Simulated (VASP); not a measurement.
# KF (I4/mmm) in VASP: further runs

KF is run at these levels: LDA; tasks: single point.

Everything below comes from runs of VASP 6.6.1. Logs are shortened: lines on timing, memory, paths and dates and some standing lists are left out, and cuts for length are marked.

### Step 1. The cell of the first run

The structure is tetragonal, space group I4/mmm (No. 139). The conventional cell has a = 3.651 Å, b = 3.651 Å, c = 4.389 Å, α = 90.00°, β = 90.00°, γ = 90.00°. Within 2.9 Å of K (site symmetry 4/mmm) lie 6 F at 2.19 to 2.58 Å. F (site symmetry 4/mmm) has 6 K at 2.19 to 2.58 Å within 2.9 Å.

### Step 2. Single point, LDA (normal strain along x +0.0000, normal strain along z -0.1500)

INCAR reads:

```
SYSTEM = KF
ALGO = Normal
EDIFF = 1E-6
ENCUT = 520
ISIF = 2
ISMEAR = 0
LASPH = .True.
LCHARG = .True.
LELF = .True.
LREAL = .False.
LVHAR = .True.
LWAVE = .False.
NBANDS = 15
NELM = 60
PREC = Accurate
SIGMA = 0.05
```

KPOINTS reads:

```
k-points
0
Gamma
  8 8 8
  0 0 0
```

POSCAR reads:

```
KF
1.0
    0.0000000000      2.5817196783      2.1944617266
    2.5817196783      0.0000000000      2.1944617266
    2.5817196783      2.5817196783      0.0000000000
K F
1 1
Direct
    0.0000000000      0.0000000000      0.0000000000
    0.5000000000      0.5000000000      0.5000000000
```

Potentials or basis: VASP PAW LDA potentials, release 64 (K_sv, F).

Launch:

```
$ cat potpaw_LDA.64/K_sv/POTCAR potpaw_LDA.64/F/POTCAR > POTCAR
$ mpirun -np 1 vasp_std > vasp.out
```

OUTCAR:

```text
SYSTEM = KF
   EDIFF = 1E-6
   ENCUT = 520
   ISIF = 2
   ISMEAR = 0
   LASPH = .True.
   LREAL = .False.
   NELM = 60
   PREC = Accurate

 ion  position               nearest neighbor table
   1  0.000  0.000  0.000-   2 2.19   2 2.19   2 2.58   2 2.58   2 2.58   2 2.58
   2  0.500  0.500  0.500-   1 2.19   1 2.19   1 2.58   1 2.58   1 2.58   1 2.58

  LATTYP: Found a body centered tetragonal cell.
 ALAT       =     3.6511029833
 C/A-ratio  =     1.2020815280

  Lattice vectors:

 A1 = (   0.0000000000,  -2.5817196783,  -2.1944617266)
 A2 = (   0.0000000000,   2.5817196783,  -2.1944617266)
 A3 = (   2.5817196783,   0.0000000000,   2.1944617266)

Analysis of symmetry for initial positions (statically):
=====================================================================
 Subroutine PRICEL returns:
 Original cell was already a primitive cell.

 Routine SETGRP: Setting up the symmetry group for a
 body centered tetragonal supercell.

 Subroutine GETGRP returns: Found 16 space group operations
 (whereof 16 operations were pure point group operations)
 out of a pool of 16 trial point group operations.

The static configuration has the point symmetry D_4h.

Analysis of symmetry for dynamics (positions and initial velocities):
=====================================================================
 Subroutine PRICEL returns:
 Original cell was already a primitive cell.

 Routine SETGRP: Setting up the symmetry group for a
 body centered tetragonal supercell.

 Subroutine GETGRP returns: Found 16 space group operations
 (whereof 16 operations were pure point group operations)
 out of a pool of 16 trial point group operations.

The dynamic configuration has the point symmetry D_4h.

 Subroutine INISYM returns: Found 16 space group operations
 (whereof 16 operations are pure point group operations),
 and found     1 'primitive' translations

----------------------------------------------------------------------------------------

                                     Primitive cell

  volume of cell :      29.2534

  direct lattice vectors                    reciprocal lattice vectors
     0.000000000  2.581719678  2.194461727    -0.193669361  0.193669361  0.227846307
     2.581719678  0.000000000  2.194461727     0.193669361 -0.193669361  0.227846307
     2.581719678  2.581719678  0.000000000     0.193669361  0.193669361 -0.227846307

  length of vectors
     3.388353401  3.388353401  3.651102983     0.356271781  0.356271781  0.356271781

  position of ions in fractional coordinates (direct lattice)
     0.000000000  0.000000000  0.000000000
     0.500000000  0.500000000  0.500000000

  ion indices of the primitive-cell ions
   primitive index   ion index
                 1           1
                 2           2

----------------------------------------------------------------------------------------

 KPOINTS: k-points

Automatic generation of k-mesh.
 Grid dimensions read from file:
 generate k-points for:    8    8    8

 Generating k-lattice:

  Cartesian coordinates                     Fractional coordinates (reciprocal lattice)
    -0.024208670  0.024208670  0.028480788     0.125000000  0.000000000  0.000000000
     0.024208670 -0.024208670  0.028480788     0.000000000  0.125000000  0.000000000
     0.024208670  0.024208670 -0.028480788    -0.000000000 -0.000000000  0.125000000

  Length of vectors
     0.044533973  0.044533973  0.044533973

  Shift w.r.t. Gamma in fractional coordinates (k-lattice)
     0.000000000  0.000000000  0.000000000

 Subroutine IBZKPT returns following result:
 ===========================================

 Found     59 irreducible k-points:

 Following reciprocal coordinates:
            Coordinates               Weight
  0.000000  0.000000  0.000000      1.000000
  0.125000  0.000000  0.000000      8.000000
  0.250000  0.000000  0.000000      8.000000
  0.375000  0.000000  0.000000      8.000000
  0.500000  0.000000  0.000000      4.000000
  0.125000  0.125000  0.000000      2.000000
[... 16 lines left out ...]
  0.250000  0.000000  0.125000     16.000000
  0.375000  0.000000  0.125000     16.000000
 [... further k-points ...]
   k-points           NKPTS =     59   k-points in BZ     NKDIM =     59   number of bands    NBANDS=     15
   number of dos      NEDOS =    301   number of ions     NIONS =      2
   total plane-waves  NPLWV =  21952
   dimension x,y,z NGX =    28 NGY =   28 NGZ =   28
   dimension x,y,z NGXF=    56 NGYF=   56 NGZF=   56
   ions per type =               1   1
   NGX,Y,Z   is equivalent  to a cutoff of  13.74, 13.74, 12.75 a.u.
   NGXF,Y,Z  is equivalent  to a cutoff of  27.48, 27.48, 25.50 a.u.
 SYSTEM =  KF
   PREC   = accura    normal or accurate (medium, high low for compatibility)
   ISTART =      0    job   : 0-new  1-cont  2-samecut
   ICHARG =      2    charge: 1-file 2-atom 10-const
   ISPIN  =      1    spin polarized calculation?
   LNONCOLLINEAR =      F non collinear calculations
   LSORBIT =      F    spin-orbit coupling
   LASPH  =      T    aspherical Exc in radial PAW
   ENCUT  =  520.0 eV  38.22 Ry    6.18 a.u.   6.30  6.30  6.79*2*pi/ulx,y,z
   NELM   =     60;   NELMIN=  2; NELMDL= -5     # of ELM steps
   EDIFF  = 0.1E-05   stopping-criterion for ELM
   LREAL  =      F    real-space projection
   EDIFFG = 0.1E-04   stopping-criterion for IOM
   NSW    =      0    number of steps for IOM
   IBRION =     -1    ionic relax: 0-MD 1-quasi-New 2-CG
   NFREE  =      0    steps in history (QN), initial steepest desc. (CG)
   ISIF   =      2    stress and relaxation
   ISYM   =      2    0-nonsym 1-usesym 2-fastsym
   POTIM  = 0.5000    time-step for ionic-motion
   TEBEG  =    0.0;   TEEND  =   0.0 temperature during run
   PSTRESS=    0.0 pullay stress
   NELECT =      16.0000    total number of electrons
   NUPDOWN=      -1.0000    fix difference up-down
   EMIN   =  10.00;   EMAX   =-10.00  energy-range for DOS
   EFERMI =   0.00;   METHOD = LEGACY
   ISMEAR =     0;   SIGMA  =   0.05  broadening in eV -4-tet -1-fermi 0-gaus
   EFERMI_NEDOS =   21; number of points for ismear=-14 and -15
   IALGO  =     38    algorithm
   IMIX   =      4    mixing-type and parameters
     AMIX     =   0.40;   BMIX     =  1.00
     AMIX_MAG =   1.60;   BMIX_MAG =  1.00
  volume/ion in A,a.u.               =      14.63        98.71
  Fermi-wavevector in a.u.,A,eV,Ry     =   1.338822  2.530006 24.387678  1.792444
  Thomas-Fermi vector in A             =   2.467262
   LORBIT       =      0    0 simple, 1 ext, 2 COOP (PROOUT), +10 PAW based schemes
   GGA     = CA    functional components
   LHFCALC =     F    Hartree Fock is set to
   AEXX    =    0.0000 exact exchange contribution
   IVDW    =     0    specifies the selected vdW correction
   LEPSILON=     F    determine dielectric tensor
   LRPA    =     F    only Hartree local field effects (RPA)
 non-spin polarized calculation
 Gauss-broadening in eV      SIGMA  =   0.05
  energy-cutoff  :      520.00
  volume of cell :       29.25
 maximum number of plane-waves:       802
 NGX is ok and might be reduce to    28
   NGX = 13   NGY = 13   NGZ = 13

 number of electron      16.0000007 magnetization

 Free energy of the ion-electron system (eV)
  ---------------------------------------------------
  ext. energy  EPLUGINS =         0.00000000
  ---------------------------------------------------
  free energy    TOTEN  =        -8.54490154 eV

  energy without entropy =       -8.54490154  energy(sigma->0) =       -8.54490154

 E-fermi :  -1.0594     XC(G=0): -10.3742

 val. band max:       -1.3665545784   @ k =   0.5000   0.5000   0.0000
 cond. band min:       4.7150143510   @ k =   0.0000   0.0000   0.0000
 fundamental gap:      6.0815689294
 Fermi energy:        -1.0594451803

 k-point     1 :       0.0000    0.0000    0.0000
  band No.  band energies     occupation
      1     -27.3996      2.00000
      2     -20.6152      2.00000
      3     -10.8373      2.00000
      4     -10.3964      2.00000
      5     -10.3964      2.00000
      6      -2.5362      2.00000
      7      -2.5362      2.00000
      8      -1.5461      2.00000
      9       4.7150      0.00000
     10       8.6099      0.00000
     11       8.6099      0.00000
     12       9.8088      0.00000
     13       9.9911      0.00000
     14      12.6259      0.00000
     15      15.9881      0.00000

 k-point     2 :       0.1250    0.0000    0.0000
  band No.  band energies     occupation
      1     -27.3441      2.00000
      2     -20.6975      2.00000
      3     -10.7601      2.00000
      4     -10.4657      2.00000
      5     -10.4328      2.00000
      6      -2.6849      2.00000
      7      -2.6180      2.00000
      8      -1.8083      2.00000
      9       5.2404      0.00000
     10       8.5773      0.00000
     11       8.9289      0.00000
     12       9.7718      0.00000
     13      10.2561      0.00000
     14      12.9186      0.00000
     15      17.0161      0.00000

 k-point     3 :       0.2500    0.0000    0.0000
  band No.  band energies     occupation
      1     -27.2045      2.00000
      2     -20.9006      2.00000
      3     -10.6967      2.00000
      4     -10.5189      2.00000
      5     -10.4961      2.00000
      6      -3.0269      2.00000
      7      -2.8080      2.00000
      8      -2.3865      2.00000
      9       6.4700      0.00000
     10       8.4443      0.00000
     11       9.6650      0.00000
     12      10.3034      0.00000
     13      11.1085      0.00000
     14      13.6201      0.00000
     15      18.4528      0.00000
[... 343 lines left out ...]
 k-point    23 :       0.2500    0.0000    0.1250
  band No.  band energies     occupation
      1     -27.2476      2.00000
      2     -20.7707      2.00000
      3     -10.9036      2.00000
      4     -10.6639      2.00000
      5     -10.4957      2.00000
      6      -3.0308      2.00000
      7      -2.6575      2.00000
      8      -1.7800      2.00000
      9       6.3807      0.00000
     10       7.8003      0.00000
     11       9.8215      0.00000
     12      10.6246      0.00000
     13      10.8832      0.00000
     14      13.0376      0.00000
     15      18.5683      0.00000

 k-point    24 :       0.3750    0.0000    0.1250
  band No.  band energies     occupation
      1     -27.1040      2.00000
      2     -20.9709      2.00000
      3     -10.9153      2.00000
      4     -10.6671      2.00000
      5     -10.5900      2.00000
      6      -3.1893      2.00000
      7      -2.8632      2.00000
      8      -2.3449      2.00000
      9       7.3607      0.00000
     10       8.3053      0.00000
     11      10.2887      0.00000
     12      11.2886      0.00000
     13      12.1402      0.00000
     14      13.7034      0.00000
     15      17.6803      0.00000

 [... further k-points ...]
[... 5 lines left out ...]
  --------------------------------------------------------------------------------------
  -------------------------------------------------------------------------------------
  Total        0.7377524      0.7377524      8.1682348      0.0000000      0.0000000      0.0000000
  in kB       40.4059231     40.4059231    447.3656314      0.0000000      0.0000000      0.0000000
  external PRESSURE =     176.0591592 kB  Pullay stress =       0.0000000 kB

 VOLUME and BASIS-vectors are now :
 -----------------------------------------------------------------------------
  energy-cutoff  :      520.00
  volume of cell :       29.25
      direct lattice vectors                 reciprocal lattice vectors
     0.000000000  2.581719678  2.194461727    -0.193669361  0.193669361  0.227846307
     2.581719678  0.000000000  2.194461727     0.193669361 -0.193669361  0.227846307
     2.581719678  2.581719678  0.000000000     0.193669361  0.193669361 -0.227846307

 POSITION                                       TOTAL-FORCE (eV/Angst)
 -----------------------------------------------------------------------------------
      0.00000      0.00000      0.00000        -0.000000      0.000000      0.000000
      2.58172      2.58172      2.19446         0.000000     -0.000000      0.000000
 -----------------------------------------------------------------------------------
    total drift:                                0.000000      0.000000      0.000000

  FREE ENERGIE OF THE ION-ELECTRON SYSTEM (eV)
  ---------------------------------------------------
  free  energy   TOTEN  =        -8.5449015384 eV

  energy  without entropy=       -8.5449015384  energy(sigma->0) =       -8.54490154
```

It took 24 s on 1 thread of Intel Xeon 8259CL, shared host; peak memory 0.16 GiB.

Results:

```
Free energy            : -8.5449 eV
Pressure               : 17.6 GPa
Band gap on the k mesh : 6.08 eV (least direct gap 6.26 eV)
```

Caveat: the cell differs from its parent crystal (normal strain along x +0.0000, normal strain along z -0.1500); the cell stands under pressure. A k mesh can miss the band edges.

### Step 3. Single point, LDA (normal strain along x +0.0000, normal strain along z -0.1125)

INCAR reads:

```
SYSTEM = KF
PREC = Accurate
ENCUT = 520
EDIFF = 1E-7
ISMEAR = 0
SIGMA = 0.05
LREAL = .FALSE.
LASPH = .TRUE.
NELM = 60
ALGO = Normal
ISIF = 2
LWAVE = .FALSE.
LCHARG = .FALSE.
NBANDS = 15
```

KPOINTS reads:

```
Automatic mesh
0
G
  8 8 8
  0 0 0
```

POSCAR reads:

```
KF
1.0
    0.0000000000      2.5817196783      2.2912762145
    2.5817196783      0.0000000000      2.2912762145
    2.5817196783      2.5817196783      0.0000000000
K F
1 1
Direct
    0.0000000000      0.0000000000      0.0000000000
    0.5000000000      0.5000000000      0.5000000000
```

Potentials or basis: VASP PAW LDA potentials, release 64 (K_sv, F).

Launch:

```
$ cat potpaw_LDA.64/K_sv/POTCAR potpaw_LDA.64/F/POTCAR > POTCAR
$ mpirun -np 1 vasp_std > vasp.out
```

OUTCAR:

```text
SYSTEM = KF
   PREC = Accurate
   ENCUT = 520
   EDIFF = 1E-7
   ISMEAR = 0
   LREAL = .FALSE.
   LASPH = .TRUE.
   NELM = 60
   ISIF = 2

 ion  position               nearest neighbor table
   1  0.000  0.000  0.000-   2 2.29   2 2.29   2 2.58   2 2.58   2 2.58   2 2.58
   2  0.500  0.500  0.500-   1 2.29   1 2.29   1 2.58   1 2.58   1 2.58   1 2.58

  LATTYP: Found a body centered tetragonal cell.
 ALAT       =     3.6511029833
 C/A-ratio  =     1.2551145366

  Lattice vectors:

 A1 = (   0.0000000000,  -2.5817196783,  -2.2912762145)
 A2 = (   0.0000000000,   2.5817196783,  -2.2912762145)
 A3 = (   2.5817196783,   0.0000000000,   2.2912762145)

Analysis of symmetry for initial positions (statically):
=====================================================================
 Subroutine PRICEL returns:
 Original cell was already a primitive cell.

 Routine SETGRP: Setting up the symmetry group for a
 body centered tetragonal supercell.

 Subroutine GETGRP returns: Found 16 space group operations
 (whereof 16 operations were pure point group operations)
 out of a pool of 16 trial point group operations.

The static configuration has the point symmetry D_4h.

Analysis of symmetry for dynamics (positions and initial velocities):
[... 169 lines left out ...]
      1     -27.6383      2.00000
      2     -20.8044      2.00000
      3     -11.0022      2.00000
      4     -10.7796      2.00000
      5     -10.7796      2.00000
      6      -2.6364      2.00000
      7      -2.6364      2.00000
      8      -2.0635      2.00000
      9       4.4211      0.00000
     10       8.3657      0.00000
     11       8.3657      0.00000
     12       9.2249      0.00000
     13       9.9274      0.00000
     14      11.6685      0.00000
[... 401 lines left out ...]
      2     -21.0605      2.00000
      3     -11.2200      2.00000
      4     -10.9798      2.00000
      5     -10.9346      2.00000
      6      -3.3161      2.00000
      7      -2.9562      2.00000
      8      -2.6610      2.00000
      9       7.0241      0.00000
     10       7.9021      0.00000
     11      10.0060      0.00000
     12      10.7812      0.00000
     13      11.8173      0.00000
     14      12.8487      0.00000
     15      17.1344      0.00000

 [... further k-points ...]
[... 5 lines left out ...]
  --------------------------------------------------------------------------------------
  -------------------------------------------------------------------------------------
  Total        0.5384493      0.5384493      4.8614247      0.0000000      0.0000000     -0.0000000
  in kB       28.2442355     28.2442355    255.0049035      0.0000000      0.0000000     -0.0000000
  external PRESSURE =     103.8311248 kB  Pullay stress =       0.0000000 kB

 VOLUME and BASIS-vectors are now :
 -----------------------------------------------------------------------------
  energy-cutoff  :      520.00
  volume of cell :       30.54
      direct lattice vectors                 reciprocal lattice vectors
     0.000000000  2.581719678  2.291276214    -0.193669361  0.193669361  0.218218998
     2.581719678  0.000000000  2.291276214     0.193669361 -0.193669361  0.218218998
     2.581719678  2.581719678  0.000000000     0.193669361  0.193669361 -0.218218998

 POSITION                                       TOTAL-FORCE (eV/Angst)
 -----------------------------------------------------------------------------------
      0.00000      0.00000      0.00000        -0.000000      0.000000      0.000000
      2.58172      2.58172      2.29128         0.000000     -0.000000      0.000000
 -----------------------------------------------------------------------------------
    total drift:                                0.000000      0.000000      0.000000

  FREE ENERGIE OF THE ION-ELECTRON SYSTEM (eV)
  ---------------------------------------------------
  free  energy   TOTEN  =        -8.8243323634 eV

  energy  without entropy=       -8.8243323633  energy(sigma->0) =       -8.82433236
```

Run time: 28 s. Hardware: 1 thread of Intel Xeon 8259CL, shared host; peak memory 0.15 GiB.

What came out:

- Free energy: -8.8243 eV
- Pressure: 10.4 GPa
- Band gap on the k mesh: 6.38 eV (least direct gap 6.48 eV)

Caveat: the cell differs from its parent crystal (normal strain along x +0.0000, normal strain along z -0.1125); the cell stands under pressure.

### Step 4. Single point, LDA (normal strain along x +0.0000, normal strain along z -0.0750)

INCAR reads:

```
  PREC = Accurate
  ENCUT = 520
  EDIFF = 1E-7
  ISMEAR = 0
  SIGMA = 0.05
  LREAL = F
  LASPH = T
  NELM = 60
  ALGO = Normal
  ISIF = 2
  LWAVE = F
  LCHARG = T
  LELF = T
  LVHAR = T
  NBANDS = 15
```

KPOINTS reads:

```
regular mesh
0
Gamma
  8 8 8
```

POSCAR reads:

```
KF
1.0
    0.0000000000      2.5817196783      2.3880907024
    2.5817196783      0.0000000000      2.3880907024
    2.5817196783      2.5817196783      0.0000000000
K F
1 1
Direct
    0.0000000000      0.0000000000      0.0000000000
    0.5000000000      0.5000000000      0.5000000000
```

Launch:

```
$ cat potpaw_LDA.64/K_sv/POTCAR potpaw_LDA.64/F/POTCAR > POTCAR
$ mpirun -np 1 vasp_std > vasp.out
```

Run time: 32 s. Hardware: 1 thread of Intel Xeon 8259CL, shared host; peak memory 0.15 GiB.

The run converged. Its results:

| Item | Value |
| --- | --- |
| Free energy | -8.9777 eV |
| Pressure | 5.5 GPa |
| Band gap on the k mesh | 6.50 eV (least direct gap 6.54 eV) |

Stress tensor (GPa, compression positive):
```
 1.80  0.00  0.00
 0.00  1.80  0.00
 0.00  0.00 13.04
```

Levels at points of the mesh, in eV from the valence-band top:
| k point | band 5 | band 6 | band 7 | band 8 | band 9 | band 10 | band 11 | band 12 |
| --- | --- | --- | --- | --- | --- | --- | --- | --- |
| (0.00, 0.00, 0.00) | -8.72 | -0.33 | -0.33 | -0.04 | 6.50 | 10.56 | 10.56 | 11.11 |
| (0.50, 0.00, 0.00) | -8.69 | -1.34 | -0.83 | -0.82 | 9.25 | 11.34 | 12.34 | 12.90 |
| (0.50, 0.50, 0.00) | -9.21 | -0.31 | -0.31 | -0.02 | 7.49 | 11.01 | 13.09 | 14.33 |
| (0.50, 0.00, 0.50) | -9.00 | -0.40 | -0.35 | 0.00 | 7.85 | 10.89 | 12.39 | 14.33 |

Caveat: the cell differs from its parent crystal (normal strain along x +0.0000, normal strain along z -0.0750); the cell stands under pressure.

### Step 5. The runs side by side

```tsv
cell	gap on the mesh (eV)	pressure (GPa)
a = 3.388, b = 3.388, c = 3.651 Å, angles 57.4, 57.4, 65.2°, 2 atoms	6.08	17.6
a = 3.452, b = 3.452, c = 3.651 Å, angles 58.1, 58.1, 63.9°, 2 atoms	6.38	10.4
a = 3.517, b = 3.517, c = 3.651 Å, angles 58.7, 58.7, 62.5°, 2 atoms	6.50	5.5
```

Alike in all rows: task single point; level LDA; potentials or basis VASP PAW LDA potentials, release 64 (K_sv, F); no spin polarisation; k mesh 8 × 8 × 8; cutoff (eV) 520; smearing gaussian 0.05 eV.

Caveats: the cell stands under pressure.

Total energies depend on the potentials used, so only differences within one code and one set of settings carry meaning.
